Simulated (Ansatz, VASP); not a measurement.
**Two plane-wave programs on Te**

```
CELL_PARAMETERS angstrom
3.13260 0.00000 0.00000
0.00000 3.13260 0.00000
0.00000 0.00000 3.13260
ATOMIC_POSITIONS crystal
Te 0.00000 0.00000 0.00000
```

Alike in both runs: functional LDA; k mesh 10 × 10 × 10; occupations fermi-dirac, width 0.1 eV; no spin polarisation.

Ansatz relaxed the structure, and its values are those at the end. VASP's run is a single point on that final structure, the one shown.

```csv
,VASP,Ansatz
version,VASP 6.6.1,Ansatz 0.2.0
potentials or method,"VASP PAW LDA potentials, release 64 (Te), cutoff 520 eV","plane waves (420 eV) with PAW, scalar-relativistic"
valence electrons in the cell,6,16
```

|  | VASP | Ansatz | Ansatz less VASP |
| --- | --- | --- | --- |
| pressure (GPa) | 0.1 | 0.0 | -0.10 |

Ansatz warns that its potentials were made for another functional, while VASP's fit it. LDA's correlation is that of Perdew and Zunger in VASP and of Perdew and Wang (1992) in Ansatz. VASP's potentials hold 6 valence electrons a cell and Ansatz's 16, so a difference there can come from the potentials and not from the codes.

Neither program's run includes spin-orbit coupling.
